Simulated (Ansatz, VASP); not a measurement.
One calculation of BeTe, two programs

Contents of INCAR:

```
PREC = Accurate
ENCUT = 520
EDIFF = 1E-6
ISMEAR = -1
SIGMA = 0.05
LREAL = False
LASPH = True
NELM = 100
ALGO = Normal
ISIF = 2
LWAVE = False
LCHARG = False
GGA = VW
NBANDS = 11
```

File KPOINTS:

```
regular mesh
0
Gamma
  8 8 8
```

The input POSCAR:

```
BeTe
1.0
    0.0000000000      2.7700000000      2.7700000000
    2.7700000000      0.0000000000      2.7700000000
    2.7700000000      2.7700000000      0.0000000000
Te Be
1 1
Direct
    0.7500000000      0.7500000000      0.7500000000
    0.0000000000      0.0000000000      0.0000000000
```

File input.yaml:

```yaml
crystal:
  lattice:
    - [0.0, 2.77, 2.77]
    - [2.77, 0.0, 2.77]
    - [2.77, 2.77, 0.0]
  atoms:
    - { symbol: Te, position: [0.75, 0.75, 0.75] }
    - { symbol: Be, position: [0.0, 0.0, 0.0] }
hamiltonian:
  xc: { exchange: slater, correlation: vwn5 }
  pseudopotentials: { kind: paw }
kpoints:
  mp_grid: { grid: [8, 8, 8] }
  band_path:
    path:
      - [[0.0, 0.0, 0.0], [0.5, 0.0, 0.5], [0.5, 0.25, 0.75], [0.375, 0.375, 0.75], [0.0, 0.0, 0.0], [0.5, 0.5, 0.5], [0.625, 0.25, 0.625], [0.5, 0.25, 0.75], [0.5, 0.5, 0.5], [0.375, 0.375, 0.75]]
      - [[0.625, 0.25, 0.625], [0.5, 0.0, 0.5]]
    npoints: 14
scf:
  occupations: { method: fermi_dirac, width: 0.05 }
  n_extra_bands: 6
output:
  forces: true
  stress: true
  eigenvalues: true
  fatbands: true
  write_density: true
  write_potential: true
  elf: true
  volumetric_format: npy
```

Alike in both runs: functional SVWN5; k mesh 8 × 8 × 8; occupations fermi-dirac, width 0.05 eV; no spin polarisation.

|  | VASP | Ansatz |
| --- | --- | --- |
| version | VASP 6.6.1 | Ansatz 0.2.0 |
| potentials or method | VASP PAW PBE potentials, release 64 (Te, Be) | Ansatz PAW |
| plane-wave cutoff (eV) | 520 | 420 |
| valence electrons in the cell | 8 | 18 |
| task | single point | band structure |

|  | VASP | Ansatz | Ansatz less VASP |
| --- | --- | --- | --- |
| gap on the k mesh at the Fermi level (eV) | 1.75 | 1.77 | +0.019 |
| least direct gap on the mesh (eV) | 3.56 | 3.58 | +0.019 |
| pressure (GPa) | 0.9 | 0.5 | -0.43 |

VASP's potentials were made for PBE, not for SVWN5. VASP's potentials hold 8 valence electrons a cell and Ansatz's 18, so a difference there can come from the potentials and not from the codes.

Neither program's run includes spin-orbit coupling.
